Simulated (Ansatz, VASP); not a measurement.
**MgS in VASP and in Ansatz**

INCAR

```
PREC     = Accurate       # precision mode
ENCUT    = 600            # plane-wave cutoff, eV
EDIFF    = 1E-6           # SCF threshold, eV
ISMEAR   = 0              # smearing method
SIGMA    = 0.1            # smearing width, eV
LREAL    = F              # projectors in reciprocal space
LASPH    = T              # aspherical terms in the spheres
NELM     = 120            # most SCF steps
ALGO     = Normal         # electronic algorithm
ISIF     = 2              # what is computed and relaxed
LWAVE    = F              # write WAVECAR
LCHARG   = F              # write CHGCAR
GGA      = RE             # functional
NBANDS   = 16             # bands
GGA_COMPAT= F
```

Contents of KPOINTS:

```
Automatic mesh
0
Gamma
  6 6 2
```

POSCAR

```
MgS
1.0
    4.0346224068      0.0000000000      0.0000000000
   -2.0173112034      3.4940854990      0.0000000000
    0.0000000000      0.0000000000      6.4322941800
Mg S
2 2
Direct
    0.6666666667      0.3333333333      0.4957548500
    0.3333333333      0.6666666667      0.9957548500
    0.3333333333      0.6666666667      0.3792441500
    0.6666666667      0.3333333333      0.8792441500
```

Input for Ansatz:

```yaml
crystal:
  lattice:
    - [4.0346224068, 0.0, 0.0]
    - [-2.0173112034, 3.494085499, 0.0]
    - [0.0, 0.0, 6.43229418]
  atoms:
    - { symbol: Mg, position: [0.6666666667, 0.3333333333, 0.49575485] }
    - { symbol: Mg, position: [0.3333333333, 0.6666666667, 0.99575485] }
    - { symbol: S, position: [0.3333333333, 0.6666666667, 0.37924415] }
    - { symbol: S, position: [0.6666666667, 0.3333333333, 0.87924415] }
basis:
  ecutwfc: 420
kpoints:
  mp_grid: { grid: [6, 6, 2] }
hamiltonian:
  xc: revpbe
scf:
  occupations: { method: gaussian, width: 0.1 }
  max_iter: 95
output:
  forces: true
  stress: true
  eigenvalues: true
```

Alike in both runs: task single point; functional revPBE; k mesh 6 × 6 × 2; occupations gaussian, width 0.1 eV; no spin polarisation.

```csv
,VASP,Ansatz
version,VASP 6.6.1,Ansatz 0.2.0
potentials or method,"VASP PAW PBE potentials, release 64 (Mg, S), cutoff 600 eV","scalar-relativistic, plane waves, PAW"
valence electrons in the cell,16,32
```

Ansatz gave:

```
gap on the k mesh at the Fermi level (eV)                     : 3.61
least direct gap on the mesh (eV)                             : 3.61
pressure (GPa)                                                : 2.4
traceless stress, the component that is largest in VASP (GPa) : -0.22
rms of the force components (eV/Å)                            : 0.026
```

Q: Which values does VASP return?

A: gap on the k mesh at the Fermi level (eV): 3.60; least direct gap on the mesh (eV): 3.60; pressure (GPa): 2.2; traceless stress, the component that is largest in VASP (GPa): -0.21; rms of the force components (eV/Å): 0.027.

VASP's potentials were made for PBE, not for revPBE. Atom by atom the forces differ by 0.001 eV/Å (rms over components). VASP's potentials hold 16 valence electrons a cell and Ansatz's 32, so a difference there can come from the potentials and not from the codes.

The k mesh is coarse, so the values compare programs but aren't converged.
